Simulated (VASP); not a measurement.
# SrVO3 (Pm-3m) in VASP: single point with PBE

Aim: the single point of SrVO3 with PBE.

Program: VASP 6.6.1. These are calculated values, not measurements. Logs are shortened: lines on timing, memory, paths and dates and some standing lists are left out, and cuts for length are marked.

### Step 1. The cell of the first run

Symmetry: Pm-3m, No. 221, cubic system. Conventional cell: a = 3.841 Å, b = 3.841 Å, c = 3.841 Å, α = 90.00°, β = 90.00°, γ = 90.00°. Sr (site symmetry m-3m) has 12 O at 2.72 Å and 8 V at 3.33 Å within 3.6 Å. V (site symmetry m-3m) has 6 O at 1.92 Å within 2.5 Å. O (site symmetry 4/mmm) has 2 V at 1.92 Å within 2.5 Å.

### Step 2. Single point, PBE, collinear spin, ferromagnetic start

INCAR

```
PREC = Accurate
ENCUT = 520
EDIFF = 1E-6
ISMEAR = -1
SIGMA = 0.1
LREAL = False
LASPH = True
NELM = 150
ALGO = Normal
ISIF = 2
LWAVE = False
LCHARG = False
ISPIN = 2
MAGMOM = 0 1.5 0 0 0
LORBIT = 11
LMAXMIX = 4
GGA = PE
NBANDS = 32
```

KPOINTS

```
Automatic mesh
0
Gamma
  7 7 7
```

POSCAR

```
SrVO3
1.0
    3.8409000000      0.0000000000      0.0000000000
    0.0000000000      3.8409000000      0.0000000000
    0.0000000000      0.0000000000      3.8409000000
Sr V O
1 1 3
Direct
    0.5000000000      0.5000000000      0.5000000000
    0.0000000000      0.0000000000      0.0000000000
    0.5000000000      0.0000000000      0.0000000000
    0.0000000000      0.5000000000      0.0000000000
    0.0000000000      0.0000000000      0.5000000000
```

Potentials or basis: VASP PAW PBE potentials, release 64 (Sr_sv, V_sv, O).

Command:

```
$ cat potpaw_PBE.64/Sr_sv/POTCAR potpaw_PBE.64/V_sv/POTCAR potpaw_PBE.64/O/POTCAR > POTCAR
$ mpirun -np 1 vasp_std > vasp.out
```

OUTCAR:

```text
PREC = Accurate
   ENCUT = 520
   EDIFF = 1E-6
   ISMEAR = -1
   LREAL = False
   LASPH = True
   NELM = 150
   ISIF = 2
   ISPIN = 2
   LORBIT = 11
   GGA = PE

 ion  position               nearest neighbor table
   1  0.500  0.500  0.500-   3 2.72   4 2.72   5 2.72   3 2.72   4 2.72   3 2.72   5 2.72   3 2.72
                             4 2.72   5 2.72   4 2.72   5 2.72   2 3.33   2 3.33   2 3.33   2 3.33
   2  0.000  0.000  0.000-   3 1.92   4 1.92   5 1.92   5 1.92   4 1.92   3 1.92   1 3.33   1 3.33
                             1 3.33   1 3.33   1 3.33   1 3.33   1 3.33   1 3.33
   3  0.500  0.000  0.000-   2 1.92   2 1.92   1 2.72   1 2.72   1 2.72   1 2.72
   4  0.000  0.500  0.000-   2 1.92   2 1.92   1 2.72   1 2.72   1 2.72   1 2.72
   5  0.000  0.000  0.500-   2 1.92   2 1.92   1 2.72   1 2.72   1 2.72   1 2.72

  LATTYP: Found a simple cubic cell.
 ALAT       =     3.8409000000

  Lattice vectors:

 A1 = (   3.8409000000,   0.0000000000,   0.0000000000)
 A2 = (   0.0000000000,   3.8409000000,   0.0000000000)
 A3 = (   0.0000000000,   0.0000000000,   3.8409000000)

Analysis of symmetry for initial positions (statically):
=====================================================================
 Subroutine PRICEL returns:
 Original cell was already a primitive cell.

 Routine SETGRP: Setting up the symmetry group for a
 simple cubic supercell.

 Subroutine GETGRP returns: Found 48 space group operations
 (whereof 48 operations were pure point group operations)
 out of a pool of 48 trial point group operations.

The static configuration has the point symmetry O_h .

Analysis of symmetry for dynamics (positions and initial velocities):
=====================================================================
 Subroutine PRICEL returns:
 Original cell was already a primitive cell.

 Routine SETGRP: Setting up the symmetry group for a
 simple cubic supercell.

 Subroutine GETGRP returns: Found 48 space group operations
 (whereof 48 operations were pure point group operations)
 out of a pool of 48 trial point group operations.

The dynamic configuration has the point symmetry O_h .

Analysis of structural, dynamic, and magnetic symmetry:
=====================================================================
 Subroutine PRICEL returns:
 Original cell was already a primitive cell.

 Routine SETGRP: Setting up the symmetry group for a
 simple cubic supercell.

[... 134 lines left out ...]
   LEPSILON=     F    determine dielectric tensor
   LRPA    =     F    only Hartree local field effects (RPA)
 spin polarized calculation
  energy-cutoff  :      520.00
  volume of cell :       56.66
 maximum number of plane-waves:      1551
 NGX is ok and might be reduce to    30
   NGX = 15   NGY = 15   NGZ = 15

 number of electron      41.0000017 magnetization       0.0008148

 number of electron      41.0000017 magnetization      -0.0000508

 Free energy of the ion-electron system (eV)
  ---------------------------------------------------
  ext. energy  EPLUGINS =         0.00000000
  ---------------------------------------------------
  free energy    TOTEN  =       -39.30765294 eV

  energy without entropy =      -39.26757815  energy(sigma->0) =      -39.28761555

 E-fermi :   6.2687     XC(G=0): -11.5752

 val. band max:        6.1882518077   @ k =   0.4286   0.1429   0.1429
 cond. band min:       6.5989720758   @ k =   0.2857   0.2857   0.0000
 fundamental gap:      0.4107202680
 Fermi energy:         6.2686770063

 spin component 1

 k-point     1 :       0.0000    0.0000    0.0000
  band No.  band energies     occupation
      1     -59.5533      1.00000
      2     -33.3887      1.00000
      3     -33.3887      1.00000
      4     -33.3887      1.00000
      5     -28.2583      1.00000
      6     -13.4696      1.00000
[... 689 lines left out ...]
     31      15.3168      0.00000
     32      19.0819      0.00000
 Fermi energy:         6.2686770063

 spin component 2

 k-point     1 :       0.0000    0.0000    0.0000
  band No.  band energies     occupation
      1     -59.5532      1.00000
      2     -33.3886      1.00000
      3     -33.3886      1.00000
      4     -33.3886      1.00000
      5     -28.2583      1.00000
      6     -13.4696      1.00000
[... 689 lines left out ...]
     31      15.3167      0.00000
     32      19.0818      0.00000

------------------------ aborting loop because EDIFF is reached ----------------------------------------

  FORCE on cell =-STRESS in cart. coord.  units (eV):
  Direction    XX          YY          ZZ          XY          YZ          ZX
  --------------------------------------------------------------------------------------
  -------------------------------------------------------------------------------------
  Total        1.1774385      1.1774385      1.1774385     -0.0000000     -0.0000000      0.0000000
  in kB       33.2927618     33.2927618     33.2927618     -0.0000000     -0.0000000      0.0000000
  external PRESSURE =      33.2927618 kB  Pullay stress =       0.0000000 kB

 VOLUME and BASIS-vectors are now :
 -----------------------------------------------------------------------------
  energy-cutoff  :      520.00
  volume of cell :       56.66
      direct lattice vectors                 reciprocal lattice vectors
     3.840900000  0.000000000  0.000000000     0.260355646  0.000000000  0.000000000
     0.000000000  3.840900000  0.000000000     0.000000000  0.260355646  0.000000000
     0.000000000  0.000000000  3.840900000     0.000000000  0.000000000  0.260355646

 POSITION                                       TOTAL-FORCE (eV/Angst)
 -----------------------------------------------------------------------------------
      1.92045      1.92045      1.92045         0.000000      0.000000      0.000000
      0.00000      0.00000      0.00000         0.000000      0.000000      0.000000
      1.92045      0.00000      0.00000         0.000000      0.000000      0.000000
      0.00000      1.92045      0.00000         0.000000      0.000000      0.000000
      0.00000      0.00000      1.92045         0.000000      0.000000      0.000000
 -----------------------------------------------------------------------------------
    total drift:                               -0.000000     -0.000000      0.000000

  FREE ENERGIE OF THE ION-ELECTRON SYSTEM (eV)
  ---------------------------------------------------
  free  energy   TOTEN  =       -39.3076529419 eV

  energy  without entropy=      -39.2675781489  energy(sigma->0) =      -39.28761555

 total charge

# of ion       s       p       d       tot
------------------------------------------
    1        2.000   5.803   0.219   8.021
    2        2.285   6.350   2.957  11.592
    3        1.565   3.482   0.000   5.047
    4        1.565   3.482   0.000   5.047
    5        1.565   3.482   0.000   5.047
--------------------------------------------------
tot          8.979  22.599   3.176  34.754

 magnetization (x)

# of ion       s       p       d       tot
------------------------------------------
    1       -0.000   0.000   0.000   0.000
    2        0.000   0.000   0.000   0.000
    3       -0.000  -0.000   0.000  -0.000
    4       -0.000  -0.000   0.000  -0.000
    5       -0.000  -0.000   0.000  -0.000
--------------------------------------------------
tot          0.000  -0.000   0.000   0.000
```

OSZICAR:

```text
N       E                     dE             d eps       ncg     rms          rms(c)
DAV:   1     0.373277970005E+03    0.37328E+03   -0.21348E+04  2560   0.133E+03
DAV:   2    -0.264012263798E+02   -0.39968E+03   -0.38259E+03  3040   0.388E+02
DAV:   3    -0.489499549209E+02   -0.22549E+02   -0.22336E+02  3304   0.963E+01
DAV:   4    -0.495617507531E+02   -0.61180E+00   -0.61084E+00  3608   0.112E+01
DAV:   5    -0.495724838312E+02   -0.10733E-01   -0.10733E-01  3264   0.117E+00    0.390E+01
DAV:   6    -0.409086940365E+02    0.86638E+01   -0.45331E+01  2784   0.571E+01    0.179E+01
DAV:   7    -0.400158784602E+02    0.89282E+00   -0.20002E+01  2712   0.394E+01    0.179E+01
DAV:   8    -0.393320607158E+02    0.68382E+00   -0.16601E+00  2944   0.111E+01    0.661E+00
DAV:   9    -0.393622599033E+02   -0.30199E-01   -0.48328E-01  3096   0.548E+00    0.272E+00
DAV:  10    -0.393081034496E+02    0.54156E-01   -0.16010E-01  2856   0.366E+00    0.552E-01
DAV:  11    -0.393077507869E+02    0.35266E-03   -0.73641E-03  3056   0.564E-01    0.295E-01
DAV:  12    -0.393077062370E+02    0.44550E-04   -0.22519E-03  3064   0.282E-01    0.102E-01
DAV:  13    -0.393077967234E+02   -0.90486E-04   -0.64985E-04  3192   0.176E-01    0.131E-01
DAV:  14    -0.393076929773E+02    0.10375E-03   -0.13734E-04  3040   0.107E-01    0.630E-02
DAV:  15    -0.393076575284E+02    0.35449E-04   -0.52139E-05  3224   0.594E-02    0.244E-02
DAV:  16    -0.393076528284E+02    0.47000E-05   -0.24214E-05  3176   0.393E-02    0.486E-03
DAV:  17    -0.393076529419E+02   -0.11354E-06   -0.16751E-06  2112   0.849E-03
   1 F= -.39307653E+02 E0= -.39287616E+02  d E =-.400748E-01  mag=    -0.0001
```

It took 80 s on 1 thread of AMD EPYC 7R13 (Zen 3), shared host; peak memory 0.19 GiB.

What came out:

- Free energy: -39.3077 eV
- Pressure: 3.3 GPa
- Net moment: 0.00 μB per cell
- Valence electrons inside the program's atomic spheres: Sr 8.02; V 11.59; O 5.05

Caveat: semilocal functionals often make such compounds metallic where correlation or magnetic order opens a gap, which also shifts bond lengths. With open d or f shells a metallic result of PBE can be an artefact of self-interaction; +U or a hybrid may open a gap.
